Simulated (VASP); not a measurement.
# ZrC (P6_3/mmc) in VASP: density of states with PBEsol

Aim: the density of states of ZrC with PBEsol.

Program: VASP 6.6.1. These are calculated values, not measurements. Logs are shortened: lines on timing, memory, paths and dates and some standing lists are left out, and cuts for length are marked.

**1. The cell of the first run**

Symmetry: P6_3/mmc, No. 194, hexagonal system. The conventional cell has a = 3.272 Å, b = 3.272 Å, c = 5.794 Å, α = 90.00°, β = 90.00°, γ = 120.00°. Zr (site symmetry -3m) has 6 C at 2.38 Å and 2 Zr at 2.90 Å within 3.1 Å. C (site symmetry -6m2) has 6 Zr at 2.38 Å within 3.1 Å.

**2. Density of states, PBEsol**

POSCAR reads:

```
ZrC
1.0
    3.2724941264      0.0000000000      0.0000000000
   -1.6362470632      2.8340630472      0.0000000000
    0.0000000000      0.0000000000      5.7943916587
Zr C
2 2
Direct
    0.0000000000      0.0000000000      0.0000000000
    0.0000000000      0.0000000000      0.5000000000
    0.3333333333      0.6666666667      0.2500000000
    0.6666666667      0.3333333333      0.7500000000
```

INCAR.step1 reads:

```
SYSTEM = ZrC
PREC = Accurate
ENCUT = 520
EDIFF = 1E-6
ISMEAR = 0
SIGMA = 0.05
LREAL = .FALSE.
LASPH = .TRUE.
NELM = 100
ALGO = Normal
ISIF = 2
LWAVE = .FALSE.
LCHARG = .TRUE.
LMAXMIX = 4
GGA = PS
NBANDS = 24
```

KPOINTS.step1 reads:

```
regular mesh
0
G
  12 12 6
  0 0 0
```

INCAR.step2 reads:

```
SYSTEM = ZrC
PREC = Accurate
ENCUT = 520
EDIFF = 1E-6
ISMEAR = -5
SIGMA = 0.05
LREAL = .FALSE.
LASPH = .TRUE.
NELM = 100
ALGO = Normal
ISIF = 2
LWAVE = .FALSE.
LCHARG = .FALSE.
LMAXMIX = 4
GGA = PS
LORBIT = 11
NEDOS = 1001
ICHARG = 11
```

KPOINTS.step2 reads:

```
regular mesh
0
G
  18 18 9
  0 0 0
```

Potentials or basis: VASP PAW PBE potentials, release 64 (Zr_sv, C).

Command:

```bash
$ cat potpaw_PBE.64/Zr_sv/POTCAR potpaw_PBE.64/C/POTCAR > POTCAR
$ cp INCAR.step1 INCAR
$ cp KPOINTS.step1 KPOINTS
$ mpirun -np 1 vasp_std > vasp.out
$ cp INCAR.step2 INCAR
$ cp KPOINTS.step2 KPOINTS
$ mpirun -np 1 vasp_std > vasp.out
```

OUTCAR:

```text
SYSTEM = ZrC
   PREC = Accurate
   ENCUT = 520
   EDIFF = 1E-6
   ISMEAR = -5
   LREAL = .FALSE.
   LASPH = .TRUE.
   NELM = 100
   ISIF = 2
   GGA = PS
   LORBIT = 11
   ICHARG = 11

 ion  position               nearest neighbor table
   1  0.000  0.000  0.000-   3 2.38   4 2.38   4 2.38   3 2.38   4 2.38   3 2.38   2 2.90   2 2.90

   2  0.000  0.000  0.500-   3 2.38   4 2.38   4 2.38   3 2.38   4 2.38   3 2.38   1 2.90   1 2.90

   3  0.333  0.667  0.250-   1 2.38   2 2.38   1 2.38   2 2.38   1 2.38   2 2.38
   4  0.667  0.333  0.750-   1 2.38   2 2.38   1 2.38   2 2.38   1 2.38   2 2.38

  LATTYP: Found a hexagonal cell.
 ALAT       =     3.2724941264
 C/A-ratio  =     1.7706347009

  Lattice vectors:

 A1 = (   3.2724941264,   0.0000000000,   0.0000000000)
 A2 = (  -1.6362470632,   2.8340630472,   0.0000000000)
 A3 = (   0.0000000000,   0.0000000000,   5.7943916587)

Analysis of symmetry for initial positions (statically):
=====================================================================
 Subroutine PRICEL returns:
 Original cell was already a primitive cell.

 Routine SETGRP: Setting up the symmetry group for a
 hexagonal supercell.

 Subroutine GETGRP returns: Found 24 space group operations
 (whereof 12 operations were pure point group operations)
 out of a pool of 24 trial point group operations.

The static configuration has the point symmetry D_3d.
 The point group associated with its full space group is D_6h.

Analysis of symmetry for dynamics (positions and initial velocities):
=====================================================================
 Subroutine PRICEL returns:
 Original cell was already a primitive cell.

 Routine SETGRP: Setting up the symmetry group for a
 hexagonal supercell.

 Subroutine GETGRP returns: Found 24 space group operations
 (whereof 12 operations were pure point group operations)
 out of a pool of 24 trial point group operations.

The dynamic configuration has the point symmetry D_3d.
 The point group associated with its full space group is D_6h.

 Subroutine INISYM returns: Found 24 space group operations
 (whereof 12 operations are pure point group operations),
 and found     1 'primitive' translations

----------------------------------------------------------------------------------------

                                     Primitive cell

  volume of cell :      53.7398

  direct lattice vectors                    reciprocal lattice vectors
     3.272494126  0.000000000  0.000000000     0.305577325  0.176425151  0.000000000
    -1.636247063  2.834063047  0.000000000     0.000000000  0.352850301  0.000000000
     0.000000000  0.000000000  5.794391659     0.000000000  0.000000000  0.172580671

  length of vectors
     3.272494126  3.272494126  5.794391659     0.352850301  0.352850301  0.172580671

  position of ions in fractional coordinates (direct lattice)
     0.000000000  0.000000000  0.000000000
     0.000000000  0.000000000  0.500000000
     0.333333333  0.666666667  0.250000000
     0.666666667  0.333333333  0.750000000

  ion indices of the primitive-cell ions
   primitive index   ion index
                 1           1
                 2           2
                 3           3
                 4           4

----------------------------------------------------------------------------------------

 KPOINTS: regular mesh

Automatic generation of k-mesh.
 Grid dimensions read from file:
 generate k-points for:   18   18    9

 Generating k-lattice:

  Cartesian coordinates                     Fractional coordinates (reciprocal lattice)
     0.016976518  0.009801397  0.000000000     0.055555556  0.000000000  0.000000000
     0.000000000  0.019602795  0.000000000     0.000000000  0.055555556  0.000000000
     0.000000000  0.000000000  0.019175630     0.000000000  0.000000000  0.111111111

  Length of vectors
     0.019602795  0.019602795  0.019175630

  Shift w.r.t. Gamma in fractional coordinates (k-lattice)
     0.000000000  0.000000000  0.000000000

 TETIRR: Found   2805 inequivalent tetrahedra from    17496

 Subroutine IBZKPT returns following result:
 ===========================================

 Found    185 irreducible k-points:

 Following reciprocal coordinates:
            Coordinates               Weight
  0.000000  0.000000  0.000000      1.000000
  0.055556  0.000000  0.000000      6.000000
  0.111111  0.000000  0.000000      6.000000
  0.166667  0.000000  0.000000      6.000000
  0.222222  0.000000  0.000000      6.000000
  0.277778  0.000000  0.000000      6.000000
[... 16 lines left out ...]
  0.333333  0.111111  0.000000     12.000000
  0.388889  0.111111  0.000000     12.000000
 [... further k-points ...]
   k-points           NKPTS =    185   k-points in BZ     NKDIM =    185   number of bands    NBANDS=     20
   number of dos      NEDOS =   1001   number of ions     NIONS =      4
   total plane-waves  NPLWV =  27648
   dimension x,y,z NGX =    24 NGY =   24 NGZ =   48
   dimension x,y,z NGXF=    48 NGYF=   48 NGZF=   96
   ions per type =               2   2
   NGX,Y,Z   is equivalent  to a cutoff of  12.19, 12.19, 13.77 a.u.
   NGXF,Y,Z  is equivalent  to a cutoff of  24.38, 24.38, 27.54 a.u.
 SYSTEM =  ZrC
   PREC   = accura    normal or accurate (medium, high low for compatibility)
   ISTART =      0    job   : 0-new  1-cont  2-samecut
   ICHARG =     11    charge: 1-file 2-atom 10-const
   ISPIN  =      1    spin polarized calculation?
   LNONCOLLINEAR =      F non collinear calculations
   LSORBIT =      F    spin-orbit coupling
   LASPH  =      T    aspherical Exc in radial PAW
   ENCUT  =  520.0 eV  38.22 Ry    6.18 a.u.   6.08  6.08 10.77*2*pi/ulx,y,z
   NELM   =    100;   NELMIN=  2; NELMDL=  0     # of ELM steps
   EDIFF  = 0.1E-05   stopping-criterion for ELM
   LREAL  =      F    real-space projection
   EDIFFG = 0.1E-04   stopping-criterion for IOM
   NSW    =      0    number of steps for IOM
   IBRION =     -1    ionic relax: 0-MD 1-quasi-New 2-CG
   NFREE  =      0    steps in history (QN), initial steepest desc. (CG)
   ISIF   =      2    stress and relaxation
   ISYM   =      2    0-nonsym 1-usesym 2-fastsym
   POTIM  = 0.5000    time-step for ionic-motion
   TEBEG  =    0.0;   TEEND  =   0.0 temperature during run
   PSTRESS=    0.0 pullay stress
   NELECT =      32.0000    total number of electrons
   NUPDOWN=      -1.0000    fix difference up-down
   EMIN   =  10.00;   EMAX   =-10.00  energy-range for DOS
   EFERMI =   0.00;   METHOD = LEGACY
   ISMEAR =    -5;   SIGMA  =   0.05  broadening in eV -4-tet -1-fermi 0-gaus
   EFERMI_NEDOS =   21; number of points for ismear=-14 and -15
   IALGO  =     38    algorithm
   IMIX   =      4    mixing-type and parameters
     AMIX     =   0.40;   BMIX     =  1.00
     AMIX_MAG =   1.60;   BMIX_MAG =  1.00
  volume/ion in A,a.u.               =      13.43        90.66
  Fermi-wavevector in a.u.,A,eV,Ry     =   1.377292  2.602705 25.809350  1.896934
  Thomas-Fermi vector in A             =   2.502459
   LORBIT       =     11    0 simple, 1 ext, 2 COOP (PROOUT), +10 PAW based schemes
   GGA     = PS    functional components
   LHFCALC =     F    Hartree Fock is set to
   AEXX    =    0.0000 exact exchange contribution
   IVDW    =     0    specifies the selected vdW correction
   LEPSILON=     F    determine dielectric tensor
   LRPA    =     F    only Hartree local field effects (RPA)
 non-spin polarized calculation
 Fermi weights with tetrahedron method with Bloechl corrections
  energy-cutoff  :      520.00
  volume of cell :       53.74
 maximum number of plane-waves:      1479

 number of electron      31.9999998 magnetization

 Free energy of the ion-electron system (eV)
  ---------------------------------------------------
  ext. energy  EPLUGINS =         0.00000000
  ---------------------------------------------------
  free energy    TOTEN  =       -38.84884767 eV

  energy without entropy =      -38.84884767  energy(sigma->0) =      -38.84884767

 E-fermi :   8.9664     XC(G=0): -12.0652

 val. band max:        8.9988818811   @ k =   0.3333   0.2778   0.1111
 cond. band min:       8.8474019161   @ k =   0.3889   0.0000   0.2222
 fundamental gap:     -0.1514799650
 Fermi energy:         8.9664115231

 k-point     1 :       0.0000    0.0000    0.0000
  band No.  band energies     occupation
      1     -39.1020      2.00000
      2     -38.9449      2.00000
      3     -17.8874      2.00000
      4     -16.9033      2.00000
      5     -16.9033      2.00000
      6     -16.7565      2.00000
[... 12 lines left out ...]
     19      10.6813      0.00000
     20      10.7715      0.00000

 k-point     2 :       0.0556    0.0000    0.0000
  band No.  band energies     occupation
      1     -39.0995      2.00000
      2     -38.9426      2.00000
      3     -17.8815      2.00000
      4     -16.9277      2.00000
      5     -16.9085      2.00000
      6     -16.7772      2.00000
[... 12 lines left out ...]
     19      11.0474      0.00000
     20      11.1270      0.00000

 k-point     3 :       0.1111    0.0000    0.0000
  band No.  band energies     occupation
      1     -39.0924      2.00000
      2     -38.9360      2.00000
      3     -17.8648      2.00000
      4     -16.9976      2.00000
      5     -16.9235      2.00000
      6     -16.8365      2.00000
[... 12 lines left out ...]
     19      11.3775      0.00000
     20      11.5739      0.00000

 k-point     4 :       0.1667    0.0000    0.0000
  band No.  band energies     occupation
      1     -39.0814      2.00000
      2     -38.9257      2.00000
      3     -17.8391      2.00000
      4     -17.1029      2.00000
      5     -16.9465      2.00000
      6     -16.9263      2.00000
[... 429 lines left out ...]
 k-point    23 :       0.3333    0.1111    0.0000
  band No.  band energies     occupation
      1     -39.0256      2.00000
      2     -38.8740      2.00000
      3     -17.7081      2.00000
      4     -17.5592      2.00000
      5     -17.3219      2.00000
      6     -17.1069      2.00000
[... 12 lines left out ...]
     19      12.9524      0.00000
     20      13.5252      0.00000

 k-point    24 :       0.3889    0.1111    0.0000
  band No.  band energies     occupation
      1     -39.0187      2.00000
      2     -38.8677      2.00000
      3     -17.6933      2.00000
      4     -17.6111      2.00000
      5     -17.3688      2.00000
      6     -17.1260      2.00000
[... 12 lines left out ...]
     19      13.2455      0.00000
     20      13.5654      0.00000

 [... further k-points ...]
[... 5 lines left out ...]
  --------------------------------------------------------------------------------------
  -------------------------------------------------------------------------------------
  Total        0.0606937      0.0606937      0.3006844     -0.0000000      0.0000000      0.0000000
  in kB        1.8094967      1.8094967      8.9644844     -0.0000000      0.0000000      0.0000000
  external PRESSURE =       4.1944926 kB  Pullay stress =       0.0000000 kB

 VOLUME and BASIS-vectors are now :
 -----------------------------------------------------------------------------
  energy-cutoff  :      520.00
  volume of cell :       53.74
      direct lattice vectors                 reciprocal lattice vectors
     3.272494126  0.000000000  0.000000000     0.305577325  0.176425151  0.000000000
    -1.636247063  2.834063047  0.000000000     0.000000000  0.352850301  0.000000000
     0.000000000  0.000000000  5.794391659     0.000000000  0.000000000  0.172580671

 POSITION                                       TOTAL-FORCE (eV/Angst)
 -----------------------------------------------------------------------------------
      0.00000      0.00000      0.00000         0.000000     -0.000000     -0.000000
      0.00000      0.00000      2.89720         0.000000     -0.000000     -0.000000
     -0.00000      1.88938      1.44860        -0.000000      0.000000      0.000000
      1.63625      0.94469      4.34579         0.000000     -0.000000      0.000000
 -----------------------------------------------------------------------------------
    total drift:                               -0.000000      0.000000     -0.000000

  FREE ENERGIE OF THE ION-ELECTRON SYSTEM (eV)
  ---------------------------------------------------
  free  energy   TOTEN  =       -38.8488476666 eV

  energy  without entropy=      -38.8488476666  energy(sigma->0) =      -38.84884767

 total charge

# of ion       s       p       d       tot
------------------------------------------
    1        2.199   6.039   1.630   9.868
    2        2.199   6.039   1.630   9.868
    3        0.877   1.445   0.000   2.322
    4        0.877   1.445   0.000   2.322
--------------------------------------------------
tot          6.152  14.968   3.260  24.380
```

It took 2.6 min on 1 thread of AMD EPYC 7R43 (Zen 3), shared host; peak memory 0.27 GiB.

What came out:

| Quantity | Value |
| --- | --- |
| Valence electrons inside the program's atomic spheres | Zr 9.87; C 2.32 |

Caveat: the PAW data sets were made with another functional, which shifts forces and pressure a little; tetrahedron occupations give inexact forces and stress in metals.
